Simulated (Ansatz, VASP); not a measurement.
ZnSe in VASP and in Ansatz

```
CELL_PARAMETERS angstrom
0.00000 2.82099 2.82099
2.82099 0.00000 2.82099
2.82099 2.82099 0.00000
ATOMIC_POSITIONS crystal
Zn 0.00000 0.00000 0.00000
Se 0.25000 0.25000 0.25000
```

Alike in both runs: functional PBEsol; k mesh 6 × 6 × 6; occupations gaussian, width 0.1 eV; no spin polarisation.

Ansatz relaxed the structure, and its values are those at the end. VASP's run is a single point on that final structure, the one shown.

|  | VASP | Ansatz |
| --- | --- | --- |
| version | VASP 6.6.1 | Ansatz 0.2.0 |
| potentials or method | VASP PAW PBE potentials, release 64 (Zn, Se), cutoff 500 eV | scalar-relativistic, plane waves, PAW |
| valence electrons in the cell | 18 | 28 |

|  | VASP | Ansatz | Ansatz less VASP |
| --- | --- | --- | --- |
| gap on the k mesh at the Fermi level (eV) | 1.22 | 1.22 | -0.004 |
| least direct gap on the mesh (eV) | 1.22 | 1.22 | -0.004 |
| pressure (GPa) | 0.0 | -0.3 | -0.26 |

VASP's potentials were made for PBE, not for PBEsol. The functional is the same, so the differences come from potentials, cutoffs and numerics. VASP's potentials hold 18 valence electrons a cell and Ansatz's 28, so a difference there can come from the potentials and not from the codes.
